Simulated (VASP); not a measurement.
The system is Ag.

```
Ag
1.0
     0.00000    2.17141    2.17141
     2.17141    0.00000    2.17141
     2.17141    2.17141    0.00000
Ag
1
Direct
  0.00000 0.00000 0.00000
```

- Program: VASP 6.6.1
- Task: relaxation of cell and atoms
- Functional: PBE
- Potentials or basis: VASP PAW PBE potentials, release 64 (Ag)
- Cutoff: 500 eV
- k mesh: 16 × 16 × 16
- Occupations: gaussian, width 0.1 eV
- Spin: no spin polarisation

At the start: pressure -8.4 GPa; volume 20.48 Å³/atom.

Problem. Where does the relaxation end?

Solution. Over 3 steps the energy falls by 81.5 meV/atom and the volume is 17.81 Å³/atom (-13.0 %); space group Fm-3m (No. 225, to 0.1 Å) before and after.

Step by step:
| step | energy change (eV) | largest force (eV/Å) | pressure (GPa) | volume (Å³) |
| --- | --- | --- | --- | --- |
| 1 | 0.0000 | 0.0000 | -8.38 | 20.48 |
| 2 | -0.0796 | 0.0000 | 1.89 | 17.46 |
| 3 | -0.0815 | 0.0000 | 0.01 | 17.81 |

Final structure:
```cif
data_structure
_symmetry_space_group_name_H-M 'P 1'
_symmetry_Int_Tables_number 1
_cell_length_a 2.9314
_cell_length_b 2.9314
_cell_length_c 2.9314
_cell_angle_alpha 60.000
_cell_angle_beta 60.000
_cell_angle_gamma 60.000
_cell_volume 17.81
loop_
_atom_site_label
_atom_site_type_symbol
_atom_site_fract_x
_atom_site_fract_y
_atom_site_fract_z
_atom_site_occupancy
Ag1 Ag 0.00000 0.00000 0.00000 1
```
